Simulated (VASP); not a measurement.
Ga2SeS2:

```xyz
5
Lattice="4.5471 0.0000 0.0000 -2.2736 3.9379 0.0000 0.0000 0.0000 7.3109" Properties=species:S:1:pos:R:3 pbc="T T T"
Ga    0.0000    0.0000    4.9634
Ga    0.0000    0.0000    2.3475
Se    0.0000    0.0000    0.0000
S     0.0000    2.6253    3.6554
S     2.2736    1.3126    3.6554
```

```yaml
Program: VASP 6.6.1
Task: relaxation of cell and atoms
Functional: PBE
Potentials_or_basis: VASP PAW PBE potentials, release 64 (Ga_d, Se, S)
Cutoff: 600 eV
k_mesh: 6 × 6 × 4
Occupations: gaussian, width 0.1 eV
Spin: no spin polarisation
```

At the start: pressure 0.5 GPa; volume 26.18 Å³/atom.

Task: Where does the relaxation end?

Result: Over 7 steps the energy falls by 18.2 meV/atom and the volume is 26.42 Å³/atom (+0.9 %); space group P6/mmm (No. 191, to 0.05 Å).

Step by step:
```csv
step,energy change (eV),largest force (eV/Å),pressure (GPa),volume (Å³)
1,0.0000,0.2665,0.47,130.91
2,-0.0376,0.3223,-0.04,132.35
3,-0.0572,0.4075,-0.59,134.16
4,-0.0803,0.2154,-0.12,132.54
5,-0.0882,0.0015,0.42,130.86
6,-0.0882,0.0184,0.38,130.98
7,-0.0911,0.0114,0.05,132.11
```

Final structure:
```
Ga Se S
1.0
     4.43521    0.00000    0.00000
    -2.21761    3.84101    0.00000
     0.00000    0.00000    7.75487
Ga Se S
2 1 2
Direct
  0.00000 0.00000 0.69291
  0.00000 0.00000 0.30709
  0.00000 0.00000 0.00000
  0.33333 0.66667 0.50000
  0.66667 0.33333 0.50000
```
